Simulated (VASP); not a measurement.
# Y3AlN4 (Pm-3m) in VASP: a series of runs

Y3AlN4 is run at these levels: PBE; tasks: single point, relaxation of cell and atoms.

Program: VASP 6.6.1. These are calculated values, not measurements. Logs are shortened: lines on timing, memory, paths and dates and some standing lists are left out, and cuts for length are marked.

## (1) The cell of the first run

It takes space group Pm-3m (No. 221, cubic). Conventional cell: a = 4.782 Å, b = 4.782 Å, c = 4.782 Å, α = 90.00°, β = 90.00°, γ = 90.00°. Within 3.2 Å of Y (site symmetry 4/mmm) lie 6 N at 2.39 Å. Al (site symmetry m-3m) has 6 N at 2.39 Å within 3.2 Å. N (site symmetry 4/mmm) has 4 Y at 2.39 Å and 2 Al at 2.39 Å within 3.2 Å. Within 3.2 Å of N (site symmetry m-3m) lie 6 Y at 2.39 Å.

## (2) Single point, PBE

The input, INCAR:

```
SYSTEM = Y3AlN4
PREC = Accurate
ENCUT = 520
EDIFF = 1E-6
ISMEAR = 0
SIGMA = 0.1
LREAL = .FALSE.
LASPH = .TRUE.
NELM = 60
ALGO = Normal
ISIF = 2
LWAVE = .FALSE.
LCHARG = .TRUE.
GGA = PE
LELF = .TRUE.
LVHAR = .TRUE.
NBANDS = 38
```

The input, KPOINTS:

```
Automatic mesh
0
G
  4 4 4
  0 0 0
```

The input, POSCAR:

```
Y3AlN4
1.0
    4.7821709044      0.0000000000      0.0000000000
    0.0000000000      4.7821709044      0.0000000000
    0.0000000000      0.0000000000      4.7821709044
Y Al N
3 1 4
Direct
    0.5000000000      0.0000000000      0.5000000000
    0.5000000000      0.5000000000      0.0000000000
    0.0000000000      0.5000000000      0.5000000000
    0.0000000000      0.0000000000      0.0000000000
    0.0000000000      0.5000000000      0.0000000000
    0.5000000000      0.5000000000      0.5000000000
    0.0000000000      0.0000000000      0.5000000000
    0.5000000000      0.0000000000      0.0000000000
```

Potentials or basis: VASP PAW PBE potentials, release 64 (Y_sv, Al, N).

Command:

```console
> cat potpaw_PBE.64/Y_sv/POTCAR potpaw_PBE.64/Al/POTCAR potpaw_PBE.64/N/POTCAR > POTCAR
> mpirun -np 1 vasp_std > vasp.out
```

OUTCAR:

```text
SYSTEM = Y3AlN4
   PREC = Accurate
   ENCUT = 520
   EDIFF = 1E-6
   ISMEAR = 0
   LREAL = .FALSE.
   LASPH = .TRUE.
   NELM = 60
   ISIF = 2
   GGA = PE

 ion  position               nearest neighbor table
   1  0.500  0.000  0.500-   6 2.39   7 2.39   8 2.39   8 2.39   6 2.39   7 2.39   2 3.38   4 3.38
                             2 3.38   2 3.38   3 3.38   3 3.38   2 3.38   3 3.38   4 3.38   4 3.38
   2  0.500  0.500  0.000-   5 2.39   6 2.39   8 2.39   6 2.39   8 2.39   5 2.39   1 3.38   3 3.38
                             1 3.38   1 3.38   4 3.38   3 3.38   1 3.38   3 3.38   4 3.38   4 3.38
   3  0.000  0.500  0.500-   5 2.39   6 2.39   7 2.39   5 2.39   7 2.39   6 2.39   2 3.38   4 3.38
                             1 3.38   1 3.38   4 3.38   2 3.38   4 3.38   1 3.38   2 3.38   4 3.38
   4  0.000  0.000  0.000-   5 2.39   7 2.39   8 2.39   7 2.39   5 2.39   8 2.39   1 3.38   3 3.38
                             1 3.38   2 3.38   3 3.38   2 3.38   3 3.38   1 3.38   2 3.38   3 3.38
   5  0.000  0.500  0.000-   2 2.39   3 2.39   4 2.39   3 2.39   4 2.39   2 2.39
   6  0.500  0.500  0.500-   1 2.39   2 2.39   3 2.39   2 2.39   1 2.39   3 2.39
   7  0.000  0.000  0.500-   1 2.39   3 2.39   4 2.39   4 2.39   3 2.39   1 2.39
   8  0.500  0.000  0.000-   1 2.39   2 2.39   4 2.39   1 2.39   2 2.39   4 2.39

  LATTYP: Found a simple cubic cell.
 ALAT       =     4.7821709044

  Lattice vectors:

 A1 = (   4.7821709044,   0.0000000000,   0.0000000000)
 A2 = (   0.0000000000,   4.7821709044,   0.0000000000)
 A3 = (   0.0000000000,   0.0000000000,   4.7821709044)

Analysis of symmetry for initial positions (statically):
=====================================================================
 Subroutine PRICEL returns:
 Original cell was already a primitive cell.

 Routine SETGRP: Setting up the symmetry group for a
 simple cubic supercell.

 Subroutine GETGRP returns: Found 48 space group operations
 (whereof 48 operations were pure point group operations)
 out of a pool of 48 trial point group operations.

The static configuration has the point symmetry O_h .

Analysis of symmetry for dynamics (positions and initial velocities):
=====================================================================
 Subroutine PRICEL returns:
 Original cell was already a primitive cell.

 Routine SETGRP: Setting up the symmetry group for a
 simple cubic supercell.

 Subroutine GETGRP returns: Found 48 space group operations
 (whereof 48 operations were pure point group operations)
 out of a pool of 48 trial point group operations.

The dynamic configuration has the point symmetry O_h .

 Subroutine INISYM returns: Found 48 space group operations
 (whereof 48 operations are pure point group operations),
 and found     1 'primitive' translations

----------------------------------------------------------------------------------------

                                     Primitive cell

  volume of cell :     109.3642

  direct lattice vectors                    reciprocal lattice vectors
     4.782170904  0.000000000  0.000000000     0.209110051  0.000000000  0.000000000
     0.000000000  4.782170904  0.000000000     0.000000000  0.209110051  0.000000000
     0.000000000  0.000000000  4.782170904     0.000000000  0.000000000  0.209110051

  length of vectors
     4.782170904  4.782170904  4.782170904     0.209110051  0.209110051  0.209110051

  position of ions in fractional coordinates (direct lattice)
     0.500000000  0.000000000  0.500000000
     0.500000000  0.500000000  0.000000000
     0.000000000  0.500000000  0.500000000
     0.000000000  0.000000000  0.000000000
     0.000000000  0.500000000  0.000000000
     0.500000000  0.500000000  0.500000000
     0.000000000  0.000000000  0.500000000
     0.500000000  0.000000000  0.000000000

  ion indices of the primitive-cell ions
   primitive index   ion index
                 1           1
                 2           2
                 3           3
                 4           4
                 5           5
                 6           6
                 7           7
                 8           8

----------------------------------------------------------------------------------------

 KPOINTS: Automatic mesh

Automatic generation of k-mesh.
 Grid dimensions read from file:
 generate k-points for:    4    4    4

 Generating k-lattice:

  Cartesian coordinates                     Fractional coordinates (reciprocal lattice)
     0.052277513  0.000000000  0.000000000     0.250000000  0.000000000  0.000000000
     0.000000000  0.052277513  0.000000000     0.000000000  0.250000000  0.000000000
     0.000000000  0.000000000  0.052277513     0.000000000  0.000000000  0.250000000

  Length of vectors
     0.052277513  0.052277513  0.052277513

  Shift w.r.t. Gamma in fractional coordinates (k-lattice)
     0.000000000  0.000000000  0.000000000

 Subroutine IBZKPT returns following result:
 ===========================================

 Found     10 irreducible k-points:

 Following reciprocal coordinates:
            Coordinates               Weight
  0.000000  0.000000  0.000000      1.000000
  0.250000  0.000000  0.000000      6.000000
  0.500000  0.000000  0.000000      3.000000
  0.250000  0.250000  0.000000     12.000000
  0.500000  0.250000  0.000000     12.000000
  0.500000  0.500000  0.000000      3.000000
  0.250000  0.250000  0.250000      8.000000
  0.500000  0.250000  0.250000     12.000000
  0.500000  0.500000  0.250000      6.000000
  0.500000  0.500000  0.500000      1.000000
   k-points           NKPTS =     10   k-points in BZ     NKDIM =     10   number of bands    NBANDS=     38
   number of dos      NEDOS =    301   number of ions     NIONS =      8
   total plane-waves  NPLWV =  46656
   dimension x,y,z NGX =    36 NGY =   36 NGZ =   36
   dimension x,y,z NGXF=    72 NGYF=   72 NGZF=   72
   ions per type =               3   1   4
   NGX,Y,Z   is equivalent  to a cutoff of  12.51, 12.51, 12.51 a.u.
   NGXF,Y,Z  is equivalent  to a cutoff of  25.03, 25.03, 25.03 a.u.
 SYSTEM =  Y3AlN4
   PREC   = accura    normal or accurate (medium, high low for compatibility)
   ISTART =      0    job   : 0-new  1-cont  2-samecut
   ICHARG =      2    charge: 1-file 2-atom 10-const
   ISPIN  =      1    spin polarized calculation?
   LNONCOLLINEAR =      F non collinear calculations
   LSORBIT =      F    spin-orbit coupling
   LASPH  =      T    aspherical Exc in radial PAW
   ENCUT  =  520.0 eV  38.22 Ry    6.18 a.u.   8.89  8.89  8.89*2*pi/ulx,y,z
   NELM   =     60;   NELMIN=  2; NELMDL= -5     # of ELM steps
   EDIFF  = 0.1E-05   stopping-criterion for ELM
   LREAL  =      F    real-space projection
   EDIFFG = 0.1E-04   stopping-criterion for IOM
   NSW    =      0    number of steps for IOM
   IBRION =     -1    ionic relax: 0-MD 1-quasi-New 2-CG
   NFREE  =      0    steps in history (QN), initial steepest desc. (CG)
   ISIF   =      2    stress and relaxation
   ISYM   =      2    0-nonsym 1-usesym 2-fastsym
   POTIM  = 0.5000    time-step for ionic-motion
   TEBEG  =    0.0;   TEEND  =   0.0 temperature during run
   PSTRESS=    0.0 pullay stress
   NELECT =      56.0000    total number of electrons
   NUPDOWN=      -1.0000    fix difference up-down
   EMIN   =  10.00;   EMAX   =-10.00  energy-range for DOS
   EFERMI =   0.00;   METHOD = LEGACY
   ISMEAR =     0;   SIGMA  =   0.10  broadening in eV -4-tet -1-fermi 0-gaus
   EFERMI_NEDOS =   21; number of points for ismear=-14 and -15
   IALGO  =     38    algorithm
   IMIX   =      4    mixing-type and parameters
     AMIX     =   0.40;   BMIX     =  1.00
     AMIX_MAG =   1.60;   BMIX_MAG =  1.00
  volume/ion in A,a.u.               =      13.67        92.25
  Fermi-wavevector in a.u.,A,eV,Ry     =   1.309722  2.475015 23.339045  1.715371
  Thomas-Fermi vector in A             =   2.440301
   LORBIT       =      0    0 simple, 1 ext, 2 COOP (PROOUT), +10 PAW based schemes
   GGA     = PE    functional components
   LHFCALC =     F    Hartree Fock is set to
   AEXX    =    0.0000 exact exchange contribution
   IVDW    =     0    specifies the selected vdW correction
   LEPSILON=     F    determine dielectric tensor
   LRPA    =     F    only Hartree local field effects (RPA)
 non-spin polarized calculation
 Gauss-broadening in eV      SIGMA  =   0.10
  energy-cutoff  :      520.00
  volume of cell :      109.36
 maximum number of plane-waves:      3016
 NGX is ok and might be reduce to    36
   NGX = 17   NGY = 17   NGZ = 17

 number of electron      55.9999999 magnetization

 Free energy of the ion-electron system (eV)
  ---------------------------------------------------
  ext. energy  EPLUGINS =         0.00000000
  ---------------------------------------------------
  free energy    TOTEN  =       -66.93470383 eV

  energy without entropy =      -66.93227373  energy(sigma->0) =      -66.93348878

 E-fermi :   4.7859     XC(G=0): -11.2103

 val. band max:        4.7553172780   @ k =   0.0000   0.0000   0.0000
 cond. band min:       5.4846244543   @ k =   0.0000   0.0000   0.0000
 fundamental gap:      0.7293071763
 Fermi energy:         4.7859482952

 k-point     1 :       0.0000    0.0000    0.0000
  band No.  band energies     occupation
      1     -35.8328      2.00000
      2     -35.6758      2.00000
      3     -35.6758      2.00000
      4     -16.3199      2.00000
      5     -16.3199      2.00000
      6     -16.3199      2.00000
[... 30 lines left out ...]
     37      10.5771      0.00000
     38      10.9525      0.00000

 k-point     2 :       0.2500    0.0000    0.0000
  band No.  band energies     occupation
      1     -35.8126      2.00000
      2     -35.6956      2.00000
      3     -35.6753      2.00000
      4     -16.2764      2.00000
      5     -16.2604      2.00000
      6     -16.2604      2.00000
[... 30 lines left out ...]
     37      10.9338      0.00000
     38      12.0109      0.00000

 k-point     3 :       0.5000    0.0000    0.0000
  band No.  band energies     occupation
      1     -35.7800      2.00000
      2     -35.7277      2.00000
      3     -35.6748      2.00000
      4     -16.1785      2.00000
      5     -16.1785      2.00000
      6     -16.1233      2.00000
[... 30 lines left out ...]
     37      11.0167      0.00000
     38      11.0420      0.00000

 k-point     4 :       0.2500    0.2500    0.0000
  band No.  band energies     occupation
      1     -35.7946      2.00000
      2     -35.7013      2.00000
      3     -35.6864      2.00000
      4     -16.3978      2.00000
      5     -16.1972      2.00000
      6     -16.1147      2.00000
[... 30 lines left out ...]
     37      11.2202      0.00000
     38      11.7498      0.00000

 k-point     5 :       0.5000    0.2500    0.0000
  band No.  band energies     occupation
      1     -35.7642      2.00000
      2     -35.7271      2.00000
      3     -35.6898      2.00000
      4     -16.3664      2.00000
      5     -16.3333      2.00000
      6     -16.1041      2.00000
[... 30 lines left out ...]
     37      10.7299      0.00000
     38      11.3755      0.00000

 k-point     6 :       0.5000    0.5000    0.0000
  band No.  band energies     occupation
      1     -35.7266      2.00000
      2     -35.7265      2.00000
      3     -35.7265      2.00000
      4     -16.4738      2.00000
      5     -16.4732      2.00000
      6     -16.0354      2.00000
[... 30 lines left out ...]
     37      10.4529      0.00000
     38      11.0854      0.00000

 k-point     7 :       0.2500    0.2500    0.2500
  band No.  band energies     occupation
      1     -35.7794      2.00000
      2     -35.7007      2.00000
      3     -35.7007      2.00000
      4     -16.5250      2.00000
      5     -16.2115      2.00000
      6     -16.2115      2.00000
[... 30 lines left out ...]
     37      11.3169      0.00000
     38      12.3071      0.00000

 k-point     8 :       0.5000    0.2500    0.2500
  band No.  band energies     occupation
      1     -35.7528      2.00000
      2     -35.7265      2.00000
      3     -35.7002      2.00000
      4     -16.5802      2.00000
      5     -16.3471      2.00000
      6     -16.2992      2.00000
[... 30 lines left out ...]
     37      11.1168      0.00000
     38      11.1851      0.00000

 k-point     9 :       0.5000    0.5000    0.2500
  band No.  band energies     occupation
      1     -35.7260      2.00000
      2     -35.7259      2.00000
      3     -35.7259      2.00000
      4     -16.7058      2.00000
      5     -16.4683      2.00000
      6     -16.3184      2.00000
[... 30 lines left out ...]
     37      11.0070      0.00000
     38      11.0269      0.00000

 k-point    10 :       0.5000    0.5000    0.5000
  band No.  band energies     occupation
      1     -35.7254      2.00000
      2     -35.7254      2.00000
      3     -35.7254      2.00000
      4     -16.8607      2.00000
      5     -16.4634      2.00000
      6     -16.4634      2.00000
[... 30 lines left out ...]
     37      11.5009      0.00000
     38      11.5020      0.00000

------------------------ aborting loop because EDIFF is reached ----------------------------------------

  FORCE on cell =-STRESS in cart. coord.  units (eV):
  Direction    XX          YY          ZZ          XY          YZ          ZX
  --------------------------------------------------------------------------------------
  -------------------------------------------------------------------------------------
  Total       -0.1366741     -0.1366741     -0.1366741     -0.0000000     -0.0000000      0.0000000
  in kB       -2.0022648     -2.0022648     -2.0022648     -0.0000000     -0.0000000      0.0000000
  external PRESSURE =      -2.0022648 kB  Pullay stress =       0.0000000 kB

 VOLUME and BASIS-vectors are now :
 -----------------------------------------------------------------------------
  energy-cutoff  :      520.00
  volume of cell :      109.36
      direct lattice vectors                 reciprocal lattice vectors
     4.782170904  0.000000000  0.000000000     0.209110051  0.000000000  0.000000000
     0.000000000  4.782170904  0.000000000     0.000000000  0.209110051  0.000000000
     0.000000000  0.000000000  4.782170904     0.000000000  0.000000000  0.209110051

 POSITION                                       TOTAL-FORCE (eV/Angst)
 -----------------------------------------------------------------------------------
      2.39109      0.00000      2.39109         0.000000      0.000000      0.000000
      2.39109      2.39109      0.00000         0.000000      0.000000      0.000000
      0.00000      2.39109      2.39109         0.000000      0.000000      0.000000
      0.00000      0.00000      0.00000         0.000000      0.000000      0.000000
      0.00000      2.39109      0.00000         0.000000      0.000000      0.000000
      2.39109      2.39109      2.39109         0.000000      0.000000      0.000000
      0.00000      0.00000      2.39109         0.000000      0.000000      0.000000
      2.39109      0.00000      0.00000         0.000000      0.000000      0.000000
 -----------------------------------------------------------------------------------
    total drift:                                0.000000      0.000000      0.000000

  FREE ENERGIE OF THE ION-ELECTRON SYSTEM (eV)
  ---------------------------------------------------
  free  energy   TOTEN  =       -66.9347038337 eV

  energy  without entropy=      -66.9322737289  energy(sigma->0) =      -66.93348878
```

It took 38 s on 1 thread of Intel Xeon Platinum 8488C (Sapphire Rapids), shared host; peak memory 0.22 GiB.

What came out:

```yaml
Free_energy: -66.9347 eV
Pressure: -0.2 GPa
Band_gap_on_the_k_mesh: zero (filled and empty bands touch)
```

Caveat: semilocal functionals underestimate gaps, and a narrow one can read as zero.

## (3) Single point, PBE

This run uses another cell than the first one, of 16.00 Å³/atom.

The input, INCAR:

```
PREC     = Accurate       # precision mode
ENCUT    = 520            # plane-wave cutoff, eV
EDIFF    = 1E-7           # SCF threshold, eV
ISMEAR   = 0              # smearing method
SIGMA    = 0.1            # smearing width, eV
LREAL    = False          # projectors in reciprocal space
LASPH    = True           # aspherical terms in the spheres
NELM     = 60             # most SCF steps
ALGO     = Normal         # electronic algorithm
ISIF     = 2              # what is computed and relaxed
LWAVE    = False          # write WAVECAR
LCHARG   = False          # write CHGCAR
GGA      = PE             # functional
NBANDS   = 38             # bands
```

The input, KPOINTS:

```
Automatic mesh
0
Gamma
  4 4 4
```

POSCAR, as its differences from that of step 2:

```diff
@@ -2,5 +2,5 @@
 1.0
-    4.7821709044      0.0000000000      0.0000000000
-    0.0000000000      4.7821709044      0.0000000000
-    0.0000000000      0.0000000000      4.7821709044
+    5.0398178000      0.0000000000      0.0000000000
+    0.0000000000      5.0398178000      0.0000000000
+    0.0000000000      0.0000000000      5.0398178000
 Y Al N
```

Potentials or basis: VASP PAW PBE potentials, release 64 (Y_sv, Al, N).

Command:

```console
> cat potpaw_PBE.64/Y_sv/POTCAR potpaw_PBE.64/Al/POTCAR potpaw_PBE.64/N/POTCAR > POTCAR
> mpirun -np 1 vasp_std > vasp.out
```

Wall time 62 s (1 thread of Intel Xeon Platinum 8488C (Sapphire Rapids), shared host); peak memory 0.26 GiB.

Results (log left out):

```
Free energy            : -65.7110 eV
Pressure               : -18.3 GPa
Band gap on the k mesh : zero (filled and empty bands touch)
```

Levels at points of the mesh, in eV from the Fermi level:
```
           k point  band 24  band 25  band 26  band 27  band 28  band 29  band 30  band 31  band 32  band 33
(0.00, 0.00, 0.00)    -0.44    -0.44    -0.44    -0.03    -0.03    -0.03     0.92     0.92     0.92     3.90
(0.50, 0.00, 0.00)    -1.40    -0.68    -0.68    -0.39    -0.39     1.44     2.06     2.85     3.86     3.86
(0.50, 0.50, 0.00)    -1.83    -1.42    -1.15    -1.15    -0.69     3.31     4.09     4.09     4.22     4.29
(0.50, 0.50, 0.50)    -1.90    -1.90    -1.90    -0.91    -0.91     3.39     3.39     3.39     4.24     5.36
```

Caveat: the cell stands under tension; semilocal functionals underestimate gaps, and a narrow one can read as zero.

## (4) Single point, PBE

The input, INCAR:

```
SYSTEM = Y3AlN4
  PREC = Accurate
  ENCUT = 520
  EDIFF = 1E-6
  ISMEAR = 0
  SIGMA = 0.1
  LREAL = .False.
  LASPH = .True.
  NELM = 80
  ALGO = Normal
  ISIF = 2
  LWAVE = .False.
  LCHARG = .False.
  GGA = PE
  NBANDS = 38
```

The input, KPOINTS:

```
regular mesh
0
Gamma
  8 8 8
  0 0 0
```

POSCAR, as its differences from that of step 3:

```diff
@@ -2,5 +2,5 @@
 1.0
-    5.0398178000      0.0000000000      0.0000000000
-    0.0000000000      5.0398178000      0.0000000000
-    0.0000000000      0.0000000000      5.0398178000
+    4.7801798337      0.0000000000      0.0000000000
+    0.0000000000      4.7801798337      0.0000000000
+    0.0000000000      0.0000000000      4.7801798337
 Y Al N
```

Command:

```console
> cat potpaw_PBE.64/Y_sv/POTCAR potpaw_PBE.64/Al/POTCAR potpaw_PBE.64/N/POTCAR > POTCAR
> mpirun -np 1 vasp_std > vasp.out
```

Wall time 2.1 min (1 thread of Intel Xeon Platinum 8488C (Sapphire Rapids), shared host); peak memory 0.28 GiB.

It converged, with:

```
Free energy            : -66.9502 eV
Pressure               : -0.2 GPa
Band gap on the k mesh : zero (filled and empty bands touch)
```

Levels at points of the mesh, in eV from the Fermi level:
| k point | band 24 | band 25 | band 26 | band 27 | band 28 | band 29 | band 30 | band 31 | band 32 | band 33 |
| --- | --- | --- | --- | --- | --- | --- | --- | --- | --- | --- |
| (0.00, 0.00, 0.00) | -0.36 | -0.36 | -0.36 | -0.05 | -0.05 | -0.05 | 0.68 | 0.68 | 0.68 | 4.21 |
| (0.50, 0.00, 0.00) | -1.32 | -0.72 | -0.72 | -0.40 | -0.40 | 1.33 | 2.81 | 2.85 | 4.25 | 4.25 |
| (0.50, 0.50, 0.00) | -2.24 | -1.47 | -1.19 | -1.19 | -0.96 | 4.30 | 4.69 | 4.78 | 4.80 | 4.80 |
| (0.50, 0.50, 0.50) | -2.33 | -2.33 | -2.33 | -1.24 | -1.24 | 3.87 | 3.87 | 3.87 | 5.24 | 6.18 |

Caveat: semilocal functionals underestimate gaps, and a narrow one can read as zero.

[end of part 1 of 2]

The gap in the log of VASP goes by the Fermi energy; the results here count the filled bands.